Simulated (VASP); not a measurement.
Input of a VASP 6.6.1 run:

Contents of INCAR:

```
SYSTEM = Si2Mo
ALGO     = Normal         ! electronic algorithm
EDIFF    = 1E-6           ! SCF threshold, eV
ENCUT    = 520            ! plane-wave cutoff, eV
GGA      = RE             ! functional
ISIF     = 2              ! what is computed and relaxed
ISMEAR   = 0              ! smearing method
LASPH    = .TRUE.         ! aspherical terms in the spheres
LCHARG   = .FALSE.        ! write CHGCAR
LREAL    = .FALSE.        ! projectors in reciprocal space
LWAVE    = .FALSE.        ! write WAVECAR
NBANDS   = 18             ! bands
NELM     = 100            ! most SCF steps
PREC     = Accurate       ! precision mode
SIGMA    = 0.05           ! smearing width, eV
```

The input KPOINTS:

```
k-points
0
G
  10 10 10
  0 0 0
```

The input POSCAR:

```
Si2Mo
1.0
   -1.6140220268      1.6140220268      3.9469068036
    1.6140220268     -1.6140220268      3.9469068036
    1.6140220268      1.6140220268     -3.9469068036
Si Mo
2 1
Direct
    0.3352963651      0.3352963651      0.0000000000
    0.6647036349      0.6647036349      0.0000000000
    0.0000000000      0.0000000000      0.0000000000
```

Potentials or basis: VASP PAW PBE potentials, release 64 (Si, Mo_sv).

Launch:

```bash
$ cat potpaw_PBE.64/Si/POTCAR potpaw_PBE.64/Mo_sv/POTCAR > POTCAR
$ mpirun -np 1 vasp_std > vasp.out
```

Question: Estimate the largest force.

Answer: 0.007 eV/Å.

Question: Predict the band gap on the k mesh.

Answer: Zero (bands 11 and 12 overlap by 0.92 eV).

Stress tensor (GPa, compression positive):
```
-0.06  0.00  0.00
 0.00 -0.06  0.00
 0.00  0.00 -0.15
```

Caveat: the PAW data sets were made with another functional, which shifts forces and pressure a little.
